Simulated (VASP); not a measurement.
Runs of VASP 6.6.1 on SiC (Moissanite). The structure is that of space group P3m1 (No. 156), or close to it. The cells are those of the table. 

```csv
cell,gap on the mesh (eV),largest force (eV/Å)
"a = 3.076, b = 3.076, c = 8.048 Å, angles 90.0, 90.0, 120.0°, 4 atoms",none,0.95
"a = 3.076, b = 3.076, c = 7.048 Å, angles 90.0, 90.0, 120.0°, 4 atoms",none,0.97
"a = 3.076, b = 3.076, c = 10.048 Å, angles 90.0, 90.0, 120.0°, 4 atoms",none,1.08
"a = 3.076, b = 3.076, c = 6.048 Å, angles 90.0, 90.0, 120.0°, 4 atoms",none,(a)
```

Alike in all rows: task single point; level PBE; potentials or basis VASP PAW PBE potentials, release 64 (Si, C); no spin polarisation; k mesh 5 × 5 × 3; cutoff (eV) 520; smearing fermi-dirac 0.05 eV.

Question: Fill in the values left out.

Answer: (a) 4.56.

Caveats: all runs use coarse meshes.

A gap of «none» marks levels without a gap at the run's occupations.
